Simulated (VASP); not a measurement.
# Ag (R-3m) in VASP: notebook, part 2 of 2

VASP 6.6.1.

### Step 3. Single point, PBEsol (volume scaled by 0.97, then relaxed in part)

INCAR reads:

```
SYSTEM = Ag
ALGO = Fast
EDIFF = 1E-6
ENCUT = 520
GGA = PS
ISIF = 2
ISMEAR = 0
LASPH = .True.
LCHARG = .False.
LREAL = .False.
LWAVE = .False.
NBANDS = 24
NELM = 100
PREC = Accurate
SIGMA = 0.1
```

KPOINTS reads:

```
k-points
0
Gamma
  18 18 18
  0 0 0
```

POSCAR reads:

```
Ag
1.0
    1.4198810074      0.8197686818      6.9487619171
   -1.4198810074      0.8197686818      6.9487619171
    0.0000000000     -1.6395373636      6.9487619171
Ag
3
Direct
    0.0000000000      0.0000000000      0.0000000000
    0.7776871195      0.7776871195      0.7776871195
    0.2223128805      0.2223128805      0.2223128805
```

Potentials or basis: VASP PAW PBE potentials, release 64 (Ag).

Command:

```sh
$ cat potpaw_PBE.64/Ag/POTCAR > POTCAR
$ mpirun -np 1 vasp_std > vasp.out
```

OUTCAR:

```text
SYSTEM = Ag
   EDIFF = 1E-6
   ENCUT = 520
   GGA = PS
   ISIF = 2
   ISMEAR = 0
   LASPH = .True.
   LREAL = .False.
   NELM = 100
   PREC = Accurate

 ion  position               nearest neighbor table
   1  0.000  0.000  0.000-   2 2.84   3 2.84   2 2.84   2 2.84   3 2.84   3 2.84
   2  0.778  0.778  0.778-   1 2.84   1 2.84   1 2.84   3 2.84   3 2.84   3 2.84
   3  0.222  0.222  0.222-   1 2.84   1 2.84   1 2.84   2 2.84   2 2.84   2 2.84

  LATTYP: Found a trigonal (rhomboedric) cell.
 ALAT       =     7.1395640586
 COS(alpha) =     0.9208974459

  Lattice vectors:

 A1 = (   1.4198810074,   0.8197686818,   6.9487619171)
 A2 = (  -1.4198810074,   0.8197686818,   6.9487619171)
 A3 = (   0.0000000000,  -1.6395373636,   6.9487619171)

Analysis of symmetry for initial positions (statically):
=====================================================================
 Subroutine PRICEL returns:
 Original cell was already a primitive cell.

 Routine SETGRP: Setting up the symmetry group for a
 trigonal (rhombohedral) supercell.

 Subroutine GETGRP returns: Found 12 space group operations
[... 163 lines left out ...]
  ext. energy  EPLUGINS =         0.00000000
  ---------------------------------------------------
  free energy    TOTEN  =        -9.90320106 eV

  energy without entropy =       -9.89919524  energy(sigma->0) =       -9.90119815

 E-fermi :   8.9486     XC(G=0): -12.7285

 val. band max:        8.9419304987   @ k =  -0.2778  -0.2778   0.2222
 cond. band min:       8.9486002746   @ k =  -0.3889   0.5000   0.1111
 fundamental gap:      0.0066697759
 Fermi energy:         8.9485551450

 k-point     1 :       0.0000    0.0000    0.0000
  band No.  band energies     occupation
      1       0.7556      2.00000
      2       2.3659      2.00000
      3       2.3761      2.00000
      4       3.9957      2.00000
      5       3.9957      2.00000
      6       4.0143      2.00000
[... 637 lines left out ...]
     23      22.6489      0.00000
     24      23.4251      0.00000

 [... further k-points ...]
[... 5 lines left out ...]
  --------------------------------------------------------------------------------------
  -------------------------------------------------------------------------------------
  Total        1.1202890      1.1202890      1.1230207      0.0000000     -0.0000000      0.0000000
  in kB       36.9861122     36.9861122     37.0763001      0.0000000     -0.0000000      0.0000000
  external PRESSURE =      37.0161748 kB  Pullay stress =       0.0000000 kB

 VOLUME and BASIS-vectors are now :
 -----------------------------------------------------------------------------
  energy-cutoff  :      520.00
  volume of cell :       48.53
      direct lattice vectors                 reciprocal lattice vectors
     1.419881007  0.819768682  6.948761917     0.352142185  0.203309385  0.047970176
    -1.419881007  0.819768682  6.948761917    -0.352142185  0.203309385  0.047970176
     0.000000000 -1.639537364  6.948761917     0.000000000 -0.406618770  0.047970176

 POSITION                                       TOTAL-FORCE (eV/Angst)
 -----------------------------------------------------------------------------------
      0.00000      0.00000      0.00000         0.000000     -0.000000      0.000000
      0.00000      0.00000     16.21189         0.000000      0.000000      0.000465
      0.00000      0.00000      4.63440         0.000000      0.000000     -0.000465
 -----------------------------------------------------------------------------------
    total drift:                               -0.000000      0.000000     -0.000000

  FREE ENERGIE OF THE ION-ELECTRON SYSTEM (eV)
  ---------------------------------------------------
  free  energy   TOTEN  =        -9.9032010646 eV

  energy  without entropy=       -9.8991952430  energy(sigma->0) =       -9.90119815
```

OSZICAR:

```text
N       E                     dE             d eps       ncg     rms          rms(c)
DAV:   1     0.210531493941E+03    0.21053E+03   -0.16588E+04 27952   0.134E+03
DAV:   2    -0.743484777481E+01   -0.21797E+03   -0.20339E+03 29088   0.315E+02
DAV:   3    -0.109911458279E+02   -0.35563E+01   -0.35451E+01 33224   0.470E+01
DAV:   4    -0.110041024578E+02   -0.12957E-01   -0.12956E-01 30992   0.272E+00
DAV:   5    -0.110042276821E+02   -0.12522E-03   -0.12523E-03 34208   0.291E-01    0.110E+01
RMM:   6    -0.995113331289E+01    0.10531E+01   -0.26820E+00 27861   0.121E+01    0.644E+00
RMM:   7    -0.991499975756E+01    0.36134E-01   -0.71633E-02 28749   0.211E+00    0.347E+00
RMM:   8    -0.990329586990E+01    0.11704E-01   -0.69928E-03 29466   0.699E-01    0.376E-01
RMM:   9    -0.990319013803E+01    0.10573E-03   -0.95073E-04 30384   0.226E-01    0.622E-02
RMM:  10    -0.990320870095E+01   -0.18563E-04   -0.14404E-04 30685   0.768E-02    0.932E-02
RMM:  11    -0.990320106588E+01    0.76351E-05   -0.20927E-05 30611   0.320E-02    0.374E-02
RMM:  12    -0.990320106457E+01    0.13038E-08   -0.61200E-06 28398   0.178E-02
   1 F= -.99032011E+01 E0= -.99011982E+01  d E =-.400582E-02
```

Wall time 25 min (1 thread of Intel Xeon 6975P-C (Granite Rapids), shared host); peak memory 0.78 GiB.

What came out:

| Quantity | Value |
| --- | --- |
| Free energy | -9.9032 eV |
| Pressure | 3.7 GPa |

Levels at points of the mesh, in eV from the Fermi level:
| k point | band 15 | band 16 | band 17 | band 18 | band 19 | band 20 |
| --- | --- | --- | --- | --- | --- | --- |
| (0.00, 0.00, 0.00) | -3.31 | -3.31 | -3.18 | -3.18 | 8.33 | 8.37 |
| (0.50, 0.00, 0.00) | -2.79 | -0.16 | 1.18 | 1.39 | 5.27 | 5.39 |
| (0.50, 0.50, 0.00) | -2.75 | 0.09 | 0.54 | 1.66 | 4.44 | 6.26 |
| (0.50, 0.50, 0.50) | -3.67 | -3.00 | -3.00 | -0.56 | 3.93 | 14.40 |

Caveat: the PAW data sets were made with another functional, which shifts forces and pressure a little.
